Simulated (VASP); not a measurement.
Hg, 3 atoms in the cell. The structure is hexagonal, space group P6/mmm (No. 191). Conventional cell: a = 4.510 Å, b = 4.510 Å, c = 3.844 Å, α = 90.00°, β = 90.00°, γ = 120.00°. Within 3.4 Å of Hg (site symmetry -6m2) lie 9 Hg at 2.60 to 3.24 Å. Within 4.3 Å of Hg (site symmetry 6/mmm) lie 14 Hg at 3.24 to 3.84 Å. 

* Program: VASP 6.6.1
* Task: electric field gradients
* Functional: PBEsol
* Potentials or basis: VASP PAW PBE potentials, release 64 (Hg_sv_GW)
* Cutoff: 410 eV
* k mesh: 8 × 8 × 9
* Occupations: fermi-dirac, width 0.05 eV
* Spin: no spin polarisation
* Dipole correction: no
* Further INCAR settings: ALGO = Normal; EDIFF = 1e-08; NBANDS = 37

Potentials or basis: VASP PAW PBE potentials, release 64 (Hg_sv_GW).

Launch:

```console
$ cat potpaw_PBE.64/Hg_sv_GW/POTCAR > POTCAR
$ mpirun -np 1 vasp_std > vasp.out
```

Hardware: 1 thread of AMD EPYC 9R45 96-Core Processor (Zen 5) (shared host).

How long does it take, and how much memory?

It took 60 s on 1 thread of AMD EPYC 9R45 96-Core Processor (Zen 5) (shared host), peak memory 0.19 GiB. Counts: scf iterations 15, k points 50.
